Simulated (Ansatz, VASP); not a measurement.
## Two plane-wave programs on Fe

```
Fe
1.0
    -1.26125    1.26125    1.91880
     1.26125   -1.26125    1.91880
     1.26125    1.26125   -1.91880
Fe
1
Direct
  0.00000 0.00000 0.00000
```

Alike in both runs: task single point; functional PBE; k mesh 10 × 10 × 10; occupations gaussian, width 0.1 eV; collinear spin.

|  | VASP | Ansatz |
| --- | --- | --- |
| version | VASP 6.6.1 | Ansatz 0.2.0 |
| potentials or method | VASP PAW PBE potentials, release 64 (Fe), cutoff 520 eV | scalar-relativistic, plane waves, PAW |
| valence electrons in the cell | 8 | 16 |

|  | VASP | Ansatz | Ansatz less VASP |
| --- | --- | --- | --- |
| gap on the k mesh at the Fermi level (eV) | none | none | - |
| pressure (GPa) | -2.7 | -2.7 | 0.00 |
| traceless stress, the component that is largest in VASP (GPa) | 6.02 | 6.02 | -0.002 |
| net moment per atom (μB) | 2.61 | 2.60 | -0.011 |
| size of the moment on the site where the two differ most (μB) | 2.60 | 2.63 | +0.030 |

Site moments also hang on the region over which each program counts them. A gap of «none» marks a metal or a gap that the smearing closes. The functional is the same, so the differences come from potentials, cutoffs and numerics. VASP's potentials hold 8 valence electrons a cell and Ansatz's 16, so a difference there can come from the potentials and not from the codes.
